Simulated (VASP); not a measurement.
# Be2Si: single point with PBE

Be2Si:

```
CELL_PARAMETERS angstrom
0.00000 2.64000 2.64000
2.64000 0.00000 2.64000
2.64000 2.64000 0.00000
ATOMIC_POSITIONS crystal
Be 0.75000 0.75000 0.75000
Be 0.25000 0.25000 0.25000
Si 0.00000 0.00000 0.00000
```

```yaml
Program: VASP 6.6.1
Task: single point
Functional: PBE
Potentials_or_basis: VASP PAW PBE potentials, release 64 (Be, Si)
Cutoff: 520 eV
k_mesh: 1 × 1 × 1
Occupations: gaussian, width 0.1 eV
Spin: collinear spin, ferromagnetic start
Starting_moments: "[0.0, 0.0, 1.0] μB"
Dipole_correction: no
Further_INCAR_settings: ALGO = Normal; EDIFF = 1e-06; NBANDS = 15
```

```
Pressure                                              : 46.5 GPa
Band gap on the k mesh                                : 2.90 eV
Net moment                                            : 6.00 μB per cell
Site moments                                          : Be +0.84; Si +1.20 μB
Valence electrons inside the program's atomic spheres : Be 1.05; Si 1.68
```

Levels at points of the mesh, in eV from the valence-band top:
Spin up:
```tsv
k point	band 5	band 6	band 7	band 8	band 9	band 10
(0.00, 0.00, 0.00)	0.00	0.00	0.00	5.70	6.67	6.94
```
Spin down:
| k point | band 1 | band 2 | band 3 | band 4 |
| --- | --- | --- | --- | --- |
| (0.00, 0.00, 0.00) | -9.60 | 2.90 | 2.90 | 2.90 |

It took 6.4 s on 1 thread of Intel(R) Xeon(R) 6975P-C (Granite Rapids), with other jobs on the host, peak memory 0.15 GiB.

Caveat: the k points lie up to 2.06 Å⁻¹ apart. A k mesh can miss the band edges.
